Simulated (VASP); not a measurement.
# Mn (Im-3m) in VASP: single point with PBE

Aim: the single point of Mn with PBE.

Everything below comes from runs of VASP 6.6.1. Logs are shortened: lines on timing, memory, paths and dates and some standing lists are left out, and cuts for length are marked.

### Step 1. The cell of the first run

It takes space group Im-3m (No. 229, cubic). Conventional cell: a = 3.081 Å, b = 3.081 Å, c = 3.081 Å, α = 90.00°, β = 90.00°, γ = 90.00°. Within 3.5 Å of Mn (site symmetry m-3m) lie 14 Mn at 2.67 to 3.08 Å.

This isn't the form of Mn at room conditions, which is a 58-atom cubic cell.

### Step 2. Single point, PBE, collinear spin, ferromagnetic start

INCAR

```
SYSTEM = Mn
PREC = Accurate ; ENCUT = 520
EDIFF = 1E-6 ; ISMEAR = -1
SIGMA = 0.1 ; LREAL = .False.
LASPH = .True. ; NELM = 150
ALGO = Normal ; ISIF = 2
LWAVE = .False. ; LCHARG = .True.
ISPIN = 2 ; MAGMOM = 4.5 4.5
LORBIT = 11 ; LMAXMIX = 4
GGA = PE ; LELF = .True.
LVHAR = .True. ; ISYM = 0
NBANDS = 24
```

KPOINTS

```
regular mesh
0
Gamma
  10 6 11
  0 0 0
```

POSCAR

```
Mn
1.0
    0.0000000000      0.0000000000     -3.0810000000
    3.0810000000     -3.0810000000      0.0000000000
   -1.5405000000     -1.5405000000      1.5405000000
Mn
2
Direct
    0.0000000000      0.0000000000      0.0000000000
    0.5000000000      0.5000000000      0.0000000000
```

Potentials or basis: VASP PAW PBE potentials, release 64 (Mn_pv).

Launch:

```bash
$ cat potpaw_PBE.64/Mn_pv/POTCAR > POTCAR
$ mpirun -np 1 vasp_std > vasp.out
```

OUTCAR:

```text
SYSTEM = Mn
   PREC = Accurate
   ENCUT = 520
   EDIFF = 1E-6
   ISMEAR = -1
   LREAL = .False.
   LASPH = .True.
   NELM = 150
   ISIF = 2
   ISPIN = 2
   LORBIT = 11
   GGA = PE
   ISYM = 0

 ion  position               nearest neighbor table
   1  0.000  0.000  0.000-   2 2.67   2 2.67   2 2.67   2 2.67   2 3.08   2 3.08   2 3.08   2 3.08

   2  0.500  0.500  0.000-   1 2.67   1 2.67   1 2.67   1 2.67   1 3.08   1 3.08   1 3.08   1 3.08

IMPORTANT INFORMATION: All symmetrisations will be switched off!
NOSYMM: (Re-)initialisation of all symmetry stuff for point group C_1.

----------------------------------------------------------------------------------------

                                     Primitive cell

  volume of cell :      29.2466

  direct lattice vectors                    reciprocal lattice vectors
     0.000000000  0.000000000 -3.081000000    -0.162284972 -0.162284972 -0.324569945
     3.081000000 -3.081000000  0.000000000     0.162284972 -0.162284972  0.000000000
    -1.540500000 -1.540500000  1.540500000    -0.324569945 -0.324569945  0.000000000

  length of vectors
     3.081000000  4.357191986  2.668224269     0.397515375  0.229505609  0.459011218

  position of ions in fractional coordinates (direct lattice)
     0.000000000  0.000000000  0.000000000
     0.500000000  0.500000000  0.000000000

  ion indices of the primitive-cell ions
   primitive index   ion index
                 1           1
                 2           2

----------------------------------------------------------------------------------------

 KPOINTS: regular mesh

Automatic generation of k-mesh.
 Grid dimensions read from file:
 generate k-points for:   10    6   11

 Generating k-lattice:

  Cartesian coordinates                     Fractional coordinates (reciprocal lattice)
    -0.016228497 -0.016228497 -0.032456994     0.100000000  0.000000000  0.000000000
     0.027047495 -0.027047495  0.000000000     0.000000000  0.166666667  0.000000000
    -0.029506359 -0.029506359  0.000000000     0.000000000  0.000000000  0.090909091

  Length of vectors
     0.039751538  0.038250935  0.041728293

  Shift w.r.t. Gamma in fractional coordinates (k-lattice)
     0.000000000  0.000000000  0.000000000

 -----------------------------------------------------------------------------
|                                                                             |
|           W    W    AA    RRRRR   N    N  II  N    N   GGGG   !!!           |
|           W    W   A  A   R    R  NN   N  II  NN   N  G    G  !!!           |
|           W    W  A    A  R    R  N N  N  II  N N  N  G       !!!           |
|           W WW W  AAAAAA  RRRRR   N  N N  II  N  N N  G  GGG   !            |
|           WW  WW  A    A  R   R   N   NN  II  N   NN  G    G                |
|           W    W  A    A  R    R  N    N  II  N    N   GGGG   !!!           |
[... 92 lines left out ...]
   IVDW    =     0    specifies the selected vdW correction
   LEPSILON=     F    determine dielectric tensor
   LRPA    =     F    only Hartree local field effects (RPA)
 spin polarized calculation
  energy-cutoff  :      520.00
  volume of cell :       29.25
 maximum number of plane-waves:       806
   NGX = 11   NGY = 17   NGZ =  9

 number of electron      26.0000008 magnetization       5.4844317

 Free energy of the ion-electron system (eV)
  ---------------------------------------------------
  ext. energy  EPLUGINS =         0.00000000
  ---------------------------------------------------
  free energy    TOTEN  =       -16.73293133 eV

  energy without entropy =      -16.57233325  energy(sigma->0) =      -16.65263229

 E-fermi :   6.9019     XC(G=0): -12.1822

 val. band max:        6.9009379590   @ k =   0.4000  -0.1667   0.0909
 cond. band min:       6.9023100764   @ k =   0.2000   0.5000   0.4545
 fundamental gap:      0.0013721174
 Fermi energy:         6.9019417504

 spin component 1

 k-point     1 :       0.0000    0.0000    0.0000
  band No.  band energies     occupation
      1     -42.0654      1.00000
      2     -41.8916      1.00000
      3     -41.8008      1.00000
      4     -41.8007      1.00000
      5     -41.8002      1.00000
      6     -41.7994      1.00000
[... 637 lines left out ...]
     23      23.9219      0.00000
     24      25.6049      0.00000

 [... further k-points ...]

 spin component 2

 k-point     1 :       0.0000    0.0000    0.0000
  band No.  band energies     occupation
      1     -39.1804      1.00000
      2     -38.9860      1.00000
      3     -38.8875      1.00000
      4     -38.8871      1.00000
      5     -38.8862      1.00000
      6     -38.8843      1.00000
[... 637 lines left out ...]
     23      24.2088      0.00000
     24      26.7073      0.00000

 [... further k-points ...]

------------------------ aborting loop because EDIFF is reached ----------------------------------------

  FORCE on cell =-STRESS in cart. coord.  units (eV):
  Direction    XX          YY          ZZ          XY          YZ          ZX
  --------------------------------------------------------------------------------------
  -------------------------------------------------------------------------------------
  Total       -2.8590408     -2.8590409     -2.8646789     -0.0047510     -0.0043717     -0.0043717
  in kB     -156.6231115   -156.6231154   -156.9319712     -0.2602662     -0.2394876     -0.2394875
  external PRESSURE =    -156.7260660 kB  Pullay stress =       0.0000000 kB

 VOLUME and BASIS-vectors are now :
 -----------------------------------------------------------------------------
  energy-cutoff  :      520.00
  volume of cell :       29.25
      direct lattice vectors                 reciprocal lattice vectors
     0.000000000  0.000000000 -3.081000000    -0.162284972 -0.162284972 -0.324569945
     3.081000000 -3.081000000  0.000000000     0.162284972 -0.162284972  0.000000000
    -1.540500000 -1.540500000  1.540500000    -0.324569945 -0.324569945  0.000000000

 POSITION                                       TOTAL-FORCE (eV/Angst)
 -----------------------------------------------------------------------------------
      0.00000      0.00000      0.00000         0.000000     -0.000000     -0.000000
      1.54050     -1.54050     -1.54050        -0.000000      0.000000      0.000000
 -----------------------------------------------------------------------------------
    total drift:                               -0.000000      0.000000     -0.000000

  FREE ENERGIE OF THE ION-ELECTRON SYSTEM (eV)
  ---------------------------------------------------
  free  energy   TOTEN  =       -16.7329313292 eV

  energy  without entropy=      -16.5723332487  energy(sigma->0) =      -16.65263229

 total charge

# of ion       s       p       d       tot
------------------------------------------
    1        0.328   6.232   4.992  11.552
    2        0.328   6.232   4.992  11.552
--------------------------------------------------
tot          0.656  12.464   9.984  23.104

 magnetization (x)

# of ion       s       p       d       tot
------------------------------------------
    1       -0.006  -0.003   2.701   2.692
    2       -0.006  -0.003   2.701   2.692
--------------------------------------------------
tot         -0.012  -0.006   5.401   5.383
```

Run time: 3.7 min. Hardware: 1 thread of Intel Xeon Platinum 8488C (Sapphire Rapids), shared host; peak memory 0.39 GiB.

What came out:

| Item | Value |
| --- | --- |
| Free energy | -16.7329 eV |
| Pressure | -15.7 GPa |
| Net moment | 5.48 μB per cell |
| Site moments | Mn +2.69 μB |
| Valence electrons inside the program's atomic spheres | Mn 11.55 |

Levels at points of the mesh, in eV from the Fermi level:
Spin up:
| k point | band 12 | band 13 | band 14 | band 15 | band 16 | band 17 | band 18 | band 19 | band 20 | band 21 |
| --- | --- | --- | --- | --- | --- | --- | --- | --- | --- | --- |
| (0.00, 0.00, 0.00) | -1.68 | -0.55 | -0.55 | -0.55 | -0.40 | 0.38 | 0.54 | 5.97 | 15.57 | 16.65 |
| (0.50, 0.00, 0.00) | -2.05 | -0.64 | -0.64 | -0.28 | -0.28 | 2.01 | 2.01 | 9.37 | 9.37 | 9.76 |
| (0.00, 0.50, 0.00) | -1.80 | -0.72 | -0.72 | -0.67 | -0.67 | -0.49 | -0.49 | 13.35 | 13.35 | 18.04 |
| (0.50, 0.50, 0.00) | -0.55 | -0.40 | -0.40 | 0.38 | 0.38 | 0.54 | 0.54 | 5.97 | 5.97 | 15.57 |
Spin down:
```
           k point  band 6  band 7  band 8  band 9  band 10  band 11  band 12  band 13  band 14  band 15
(0.00, 0.00, 0.00)  -45.79   -6.83   -2.35   -0.39     0.71     0.71     0.71     0.75     2.21     2.30
(0.50, 0.00, 0.00)  -45.82   -1.98   -1.98   -0.55    -0.55    -0.17    -0.17     2.08     2.08     2.54
(0.00, 0.50, 0.00)  -45.79   -4.80   -4.80    0.13     0.13     0.34     0.34     1.83     1.83     2.03
(0.50, 0.50, 0.00)  -45.79   -2.35   -2.35   -0.39    -0.39     0.75     0.75     2.21     2.21     2.52
```

Caveat: the cell stands under tension.
